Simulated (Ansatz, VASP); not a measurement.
## Two plane-wave programs on AgI

```
CELL_PARAMETERS angstrom
0.00000 3.33479 3.33479
3.33479 0.00000 3.33479
3.33479 3.33479 0.00000
ATOMIC_POSITIONS crystal
Ag 0.00000 0.00000 0.00000
I 0.75000 0.75000 0.75000
```

Alike in both runs: task single point; functional PBE; k mesh 10 × 10 × 10; occupations gaussian, width 0.05 eV; no spin polarisation.

|  | VASP | Ansatz |
| --- | --- | --- |
| version | VASP 6.6.1 | Ansatz 0.2.0 |
| potentials or method | VASP PAW PBE potentials, release 64 (Ag, I), cutoff 500 eV | scalar-relativistic, plane waves, PAW |
| valence electrons in the cell | 18 | 36 |

```tsv
	VASP	Ansatz	Ansatz less VASP
gap on the k mesh at the Fermi level (eV)	1.35	1.34	-0.002
least direct gap on the mesh (eV)	1.35	1.34	-0.002
pressure (GPa)	-0.5	-0.5	+0.03
```

VASP's potentials hold 18 valence electrons a cell and Ansatz's 36, so a difference there can come from the potentials and not from the codes.

Neither program's run includes spin-orbit coupling.
